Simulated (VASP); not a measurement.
# CeC (Fm-3m) in VASP: single point with PBEsol

Aim: the single point of CeC with PBEsol.

Everything below comes from runs of VASP 6.6.1. Logs are shortened: lines on timing, memory, paths and dates and some standing lists are left out, and cuts for length are marked.

### 1 The cell of the first run

Symmetry: Fm-3m, No. 225, cubic system. The conventional cell has a = 5.313 Å, b = 5.313 Å, c = 5.313 Å, α = 90.00°, β = 90.00°, γ = 90.00°. Ce (site symmetry m-3m) has 6 C at 2.66 Å within 3.5 Å. Within 3.5 Å of C (site symmetry m-3m) lie 6 Ce at 2.66 Å.

### 2 Single point, PBEsol

POSCAR

```
CeC
1.0
    0.0000000000      2.6566950000      2.6566950000
    2.6566950000      0.0000000000      2.6566950000
    2.6566950000      2.6566950000      0.0000000000
Ce C
1 1
Direct
    0.0000000000      0.0000000000      0.0000000000
    0.5000000000      0.5000000000      0.5000000000
```

INCAR.step1

```
SYSTEM = CeC
  PREC = Accurate
  ENCUT = 520
  EDIFF = 1E-6
  ISMEAR = -1
  SIGMA = 0.1
  LREAL = .False.
  LASPH = .True.
  NELM = 200
  ALGO = Normal
  ISIF = 2
  LWAVE = .False.
  LCHARG = .True.
  LMAXMIX = 6
  GGA = PS
  NBANDS = 15
  GGA_COMPAT = .False.
  NEDOS = 2001
  LORBIT = 11
```

KPOINTS.step1

```
regular mesh
0
Gamma
  6 6 6
  0 0 0
```

INCAR.step2

```
SYSTEM = CeC
  PREC = Accurate
  ENCUT = 520
  EDIFF = 1E-6
  ISMEAR = -5
  SIGMA = 0.1
  LREAL = .False.
  LASPH = .True.
  NELM = 200
  ALGO = Normal
  ISIF = 2
  LWAVE = .False.
  LCHARG = .False.
  LMAXMIX = 6
  GGA = PS
  LORBIT = 11
  NBANDS = 15
  NEDOS = 2001
  ICHARG = 11
  GGA_COMPAT = .False.
```

KPOINTS.step2

```
regular mesh
0
Gamma
  9 9 9
  0 0 0
```

Potentials or basis: VASP PAW PBE potentials, release 64 (Ce, C).

Run with:

```sh
> cat potpaw_PBE.64/Ce/POTCAR potpaw_PBE.64/C/POTCAR > POTCAR
> cp INCAR.step1 INCAR
> cp KPOINTS.step1 KPOINTS
> mpirun -np 1 vasp_std > vasp.out
> cp INCAR.step2 INCAR
> cp KPOINTS.step2 KPOINTS
> mpirun -np 1 vasp_std > vasp.out
```

OUTCAR:

```text
SYSTEM = CeC
   PREC = Accurate
   ENCUT = 520
   EDIFF = 1E-6
   ISMEAR = -5
   LREAL = .False.
   LASPH = .True.
   NELM = 200
   ISIF = 2
   GGA = PS
   LORBIT = 11
   ICHARG = 11

 ion  position               nearest neighbor table
   1  0.000  0.000  0.000-
   2  0.500  0.500  0.500-

  LATTYP: Found a face centered cubic cell.
 ALAT       =     5.3133900000

  Lattice vectors:

 A1 = (   0.0000000000,   2.6566950000,   2.6566950000)
 A2 = (   2.6566950000,   0.0000000000,   2.6566950000)
 A3 = (   2.6566950000,   2.6566950000,   0.0000000000)

Analysis of symmetry for initial positions (statically):
=====================================================================
 Subroutine PRICEL returns:
 Original cell was already a primitive cell.

 Routine SETGRP: Setting up the symmetry group for a
 face centered cubic supercell.

 Subroutine GETGRP returns: Found 48 space group operations
 (whereof 48 operations were pure point group operations)
 out of a pool of 48 trial point group operations.

The static configuration has the point symmetry O_h .

Analysis of symmetry for dynamics (positions and initial velocities):
=====================================================================
 Subroutine PRICEL returns:
 Original cell was already a primitive cell.

 Routine SETGRP: Setting up the symmetry group for a
 face centered cubic supercell.

 Subroutine GETGRP returns: Found 48 space group operations
 (whereof 48 operations were pure point group operations)
 out of a pool of 48 trial point group operations.

The dynamic configuration has the point symmetry O_h .

 Subroutine INISYM returns: Found 48 space group operations
 (whereof 48 operations are pure point group operations),
 and found     1 'primitive' translations

----------------------------------------------------------------------------------------

                                     Primitive cell

  volume of cell :      37.5021

  direct lattice vectors                    reciprocal lattice vectors
     0.000000000  2.656695000  2.656695000    -0.188203764  0.188203764  0.188203764
     2.656695000  0.000000000  2.656695000     0.188203764 -0.188203764  0.188203764
     2.656695000  2.656695000  0.000000000     0.188203764  0.188203764 -0.188203764

  length of vectors
     3.757134100  3.757134100  3.757134100     0.325978482  0.325978482  0.325978482

  position of ions in fractional coordinates (direct lattice)
     0.000000000  0.000000000  0.000000000
     0.500000000  0.500000000  0.500000000

  ion indices of the primitive-cell ions
   primitive index   ion index
                 1           1
                 2           2

----------------------------------------------------------------------------------------

 KPOINTS: regular mesh

Automatic generation of k-mesh.
 Grid dimensions read from file:
 generate k-points for:    9    9    9

 Generating k-lattice:

  Cartesian coordinates                     Fractional coordinates (reciprocal lattice)
    -0.020911529  0.020911529  0.020911529     0.111111111  0.000000000  0.000000000
     0.020911529 -0.020911529  0.020911529     0.000000000  0.111111111  0.000000000
     0.020911529  0.020911529 -0.020911529     0.000000000  0.000000000  0.111111111

  Length of vectors
     0.036219831  0.036219831  0.036219831

  Shift w.r.t. Gamma in fractional coordinates (k-lattice)
     0.000000000  0.000000000  0.000000000

 TETIRR: Found    115 inequivalent tetrahedra from     4374

 Subroutine IBZKPT returns following result:
 ===========================================

 Found     35 irreducible k-points:

 Following reciprocal coordinates:
            Coordinates               Weight
  0.000000  0.000000  0.000000      1.000000
  0.111111  0.000000  0.000000      8.000000
  0.222222  0.000000  0.000000      8.000000
  0.333333  0.000000  0.000000      8.000000
  0.444444  0.000000  0.000000      8.000000
  0.111111  0.111111  0.000000      6.000000
[... 16 lines left out ...]
 -0.333333  0.333333  0.000000     12.000000
  0.444444  0.444444  0.000000      6.000000
 [... further k-points ...]
   k-points           NKPTS =     35   k-points in BZ     NKDIM =     35   number of bands    NBANDS=     15
   number of dos      NEDOS =   2001   number of ions     NIONS =      2
   total plane-waves  NPLWV =  21952
   dimension x,y,z NGX =    28 NGY =   28 NGZ =   28
   dimension x,y,z NGXF=    56 NGYF=   56 NGZF=   56
   ions per type =               1   1
   NGX,Y,Z   is equivalent  to a cutoff of  12.39, 12.39, 12.39 a.u.
   NGXF,Y,Z  is equivalent  to a cutoff of  24.78, 24.78, 24.78 a.u.
 SYSTEM =  CeC
   PREC   = accura    normal or accurate (medium, high low for compatibility)
   ISTART =      0    job   : 0-new  1-cont  2-samecut
   ICHARG =     11    charge: 1-file 2-atom 10-const
   ISPIN  =      1    spin polarized calculation?
   LNONCOLLINEAR =      F non collinear calculations
   LSORBIT =      F    spin-orbit coupling
   LASPH  =      T    aspherical Exc in radial PAW
   ENCUT  =  520.0 eV  38.22 Ry    6.18 a.u.   6.99  6.99  6.99*2*pi/ulx,y,z
   NELM   =    200;   NELMIN=  2; NELMDL=  0     # of ELM steps
   EDIFF  = 0.1E-05   stopping-criterion for ELM
   LREAL  =      F    real-space projection
   EDIFFG = 0.1E-04   stopping-criterion for IOM
   NSW    =      0    number of steps for IOM
   IBRION =     -1    ionic relax: 0-MD 1-quasi-New 2-CG
   NFREE  =      0    steps in history (QN), initial steepest desc. (CG)
   ISIF   =      2    stress and relaxation
   ISYM   =      2    0-nonsym 1-usesym 2-fastsym
   POTIM  = 0.5000    time-step for ionic-motion
   TEBEG  =    0.0;   TEEND  =   0.0 temperature during run
   PSTRESS=    0.0 pullay stress
   NELECT =      16.0000    total number of electrons
   NUPDOWN=      -1.0000    fix difference up-down
   EMIN   =  10.00;   EMAX   =-10.00  energy-range for DOS
   EFERMI =   0.00;   METHOD = LEGACY
   ISMEAR =    -5;   SIGMA  =   0.10  broadening in eV -4-tet -1-fermi 0-gaus
   EFERMI_NEDOS =   21; number of points for ismear=-14 and -15
   IALGO  =     38    algorithm
   IMIX   =      4    mixing-type and parameters
     AMIX     =   0.40;   BMIX     =  1.00
     AMIX_MAG =   1.60;   BMIX_MAG =  1.00
  volume/ion in A,a.u.               =      18.75       126.54
  Fermi-wavevector in a.u.,A,eV,Ry     =   1.232432  2.328960 20.665750  1.518890
  Thomas-Fermi vector in A             =   2.367203
   LORBIT       =     11    0 simple, 1 ext, 2 COOP (PROOUT), +10 PAW based schemes
   GGA     = PS    functional components
   LHFCALC =     F    Hartree Fock is set to
   AEXX    =    0.0000 exact exchange contribution
   IVDW    =     0    specifies the selected vdW correction
   LEPSILON=     F    determine dielectric tensor
   LRPA    =     F    only Hartree local field effects (RPA)
 non-spin polarized calculation
 Fermi weights with tetrahedron method with Bloechl corrections
  energy-cutoff  :      520.00
  volume of cell :       37.50
 maximum number of plane-waves:      1022

 number of electron      15.9999999 magnetization

 Free energy of the ion-electron system (eV)
  ---------------------------------------------------
  ext. energy  EPLUGINS =         0.00000000
  ---------------------------------------------------
  free energy    TOTEN  =       -16.13869849 eV

  energy without entropy =      -16.13869849  energy(sigma->0) =      -16.13869849

 E-fermi :   6.5130     XC(G=0): -11.0918

 val. band max:        6.5223527469   @ k =  -0.4444   0.4444   0.1111
 cond. band min:       6.5377494296   @ k =   0.4444   0.3333   0.0000
 fundamental gap:      0.0153966827
 Fermi energy:         6.5129597298

 k-point     1 :       0.0000    0.0000    0.0000
  band No.  band energies     occupation
      1     -27.4493      2.00000
      2      -9.5455      2.00000
      3      -9.5455      2.00000
      4      -9.5455      2.00000
      5      -2.3767      2.00000
      6       6.0369      2.00000
      7       6.0369      2.00000
      8       6.0369      2.00000
      9       6.8204      0.00000
     10       7.3927      0.00000
     11       7.3927      0.00000
     12       7.3927      0.00000
     13       8.8024      0.00000
     14       8.8024      0.00000
     15       8.8024      0.00000

 k-point     2 :       0.1111    0.0000    0.0000
  band No.  band energies     occupation
      1     -27.4318      2.00000
      2      -9.7430      2.00000
      3      -9.5591      2.00000
      4      -9.5591      2.00000
      5      -2.1132      2.00000
      6       5.7864      2.00000
      7       5.9279      2.00000
      8       5.9279      2.00000
      9       6.8027      0.00000
     10       7.3198      0.00000
     11       7.3198      0.00000
     12       7.3941      0.00000
     13       8.1658      0.00000
     14       8.4228      0.00000
     15       8.4228      0.00000
[... 365 lines left out ...]
      3     -10.3666      2.00000
      4      -9.8024      2.00000
      5      -1.2335      2.00000
      6       4.7718      2.00000
      7       5.5345      2.00000
      8       6.2794      2.00000
      9       6.9846      0.00000
     10       7.0934      0.00000
     11       7.1036      0.00000
     12       7.2826      0.00000
     13       7.2920      0.00000
     14       7.3199      0.00000
     15       7.5552      0.00000

 k-point    24 :       0.4444    0.4444    0.0000
  band No.  band energies     occupation
      1     -27.2515      2.00000
      2     -10.6559      2.00000
      3      -9.9761      2.00000
      4      -9.9761      2.00000
      5      -2.1273      2.00000
      6       6.1665      2.00000
      7       6.2950      2.00000
      8       6.2950      2.02606
      9       6.6630     -0.08846
     10       7.1111      0.00000
     11       7.2131      0.00000
     12       7.2367      0.00000
     13       7.2367      0.00000
     14       7.2764      0.00000
     15       8.7722      0.00000

 [... further k-points ...]

------------------------ aborting loop because EDIFF is reached ----------------------------------------

  FORCE on cell =-STRESS in cart. coord.  units (eV):
  Direction    XX          YY          ZZ          XY          YZ          ZX
  --------------------------------------------------------------------------------------
  -------------------------------------------------------------------------------------
  Total       -4.3137989     -4.3137989     -4.3137989      0.0000000     -0.0000000     -0.0000000
  in kB     -184.2957795   -184.2957795   -184.2957795      0.0000000     -0.0000000     -0.0000000
  external PRESSURE =    -184.2957795 kB  Pullay stress =       0.0000000 kB

 VOLUME and BASIS-vectors are now :
 -----------------------------------------------------------------------------
  energy-cutoff  :      520.00
  volume of cell :       37.50
      direct lattice vectors                 reciprocal lattice vectors
     0.000000000  2.656695000  2.656695000    -0.188203764  0.188203764  0.188203764
     2.656695000  0.000000000  2.656695000     0.188203764 -0.188203764  0.188203764
     2.656695000  2.656695000  0.000000000     0.188203764  0.188203764 -0.188203764

 POSITION                                       TOTAL-FORCE (eV/Angst)
 -----------------------------------------------------------------------------------
      0.00000      0.00000      0.00000         0.000000      0.000000     -0.000000
      2.65670      2.65670      2.65670         0.000000     -0.000000      0.000000
 -----------------------------------------------------------------------------------
    total drift:                                0.000000      0.000000      0.000000

  FREE ENERGIE OF THE ION-ELECTRON SYSTEM (eV)
  ---------------------------------------------------
  free  energy   TOTEN  =       -16.1386984898 eV

  energy  without entropy=      -16.1386984898  energy(sigma->0) =      -16.13869849

 total charge

# of ion       s       p       d       f       tot
--------------------------------------------------
    1        2.026   5.734   0.932   0.806   9.498
    2        0.900   1.339   0.000   0.000   2.239
--------------------------------------------------
tot          2.926   7.073   0.932   0.806  11.737
```

It took 32 s on 1 thread of Intel Xeon Platinum 8259CL at 2.50GHz (Skylake/Cascade Lake), shared host; peak memory 0.17 GiB.

Results:

```yaml
Valence_electrons_inside_the_program's_atomic_spheres: Ce 9.50; C 2.24
```

Levels at points of the mesh, in eV from the Fermi level:
```
           k point  band 4  band 5  band 6  band 7  band 8  band 9  band 10  band 11  band 12  band 13
(0.00, 0.00, 0.00)  -16.06   -8.89   -0.48   -0.48   -0.48    0.31     0.88     0.88     0.88     2.29
```

Caveat: the PAW data sets were made with another functional, which shifts forces and pressure a little; spin-orbit coupling is left out, which moves the levels of the heavy elements; semilocal functionals describe open f shells poorly, which spoils levels, moments and volumes; tetrahedron occupations give inexact forces and stress in metals.
